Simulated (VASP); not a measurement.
Wanted: the native input for a VASP 6.6.1 run.

* Task: single point
* Functional: PBE
* Potentials or basis: VASP PAW PBE potentials, release 64 (Sn_d, Se)
* Cutoff: 520 eV
* k mesh: 12 × 12 × 6
* Occupations: gaussian, width 0.05 eV
* Spin: no spin polarisation
* Dipole correction: no
* Further INCAR settings: ALGO = Fast; EDIFF = 1e-06; NBANDS = 20

The structure of SnSe2 lies in POSCAR:

```
SnSe2
1.0
    3.8109987816      0.0000000000      0.0000000000
   -1.9054993908      3.3004217586      0.0000000000
    0.0000000000      0.0000000000      6.1370000000
Sn Se
1 2
Direct
    0.0000000000      0.0000000000      0.0000000000
    0.1470809460      0.5303204561      0.2500000000
    0.6666666667      0.3333333333      0.7500000000
```

This cell differs from its parent crystal: atom 2 (Se) moved by (-0.450, -0.450) A along x and y.

These files were run (other wordings do the same):

INCAR

```
  PREC = Accurate
  ENCUT = 520
  EDIFF = 1E-6
  ISMEAR = 0
  SIGMA = 0.05
  LREAL = False
  LASPH = True
  NELM = 80
  ALGO = Fast
  ISIF = 2
  LWAVE = False
  LCHARG = False
  GGA = PE
  NBANDS = 20
```

KPOINTS

```
Automatic mesh
0
Gamma
  12 12 6
```

Potentials or basis: VASP PAW PBE potentials, release 64 (Sn_d, Se).

Run with:

```sh
$ cat potpaw_PBE.64/Sn_d/POTCAR potpaw_PBE.64/Se/POTCAR > POTCAR
$ mpirun -np 1 vasp_std > vasp.out
```

It gave:

The pressure is 9.4 GPa. The largest force is 3.224 eV/Å and the band gap on the k mesh is zero (bands 13 and 14 overlap by 0.11 eV).

Caveat: the cell differs from its parent crystal (atom 2 (Se) moved by (-0.450, -0.450) A along x and y); the stress differs along the axes, from 6 to 14 GPa; semilocal functionals underestimate gaps, and a narrow one can read as zero; spin-orbit coupling is left out, which moves the levels of the heavy elements; forces of over 1 eV/Å act on the atoms, so gaps and moduli don't describe the material at rest.

Run time: 15 min on 1 thread of Oxide Virtual Turin-like Processor (shared host), peak memory 0.66 GiB.
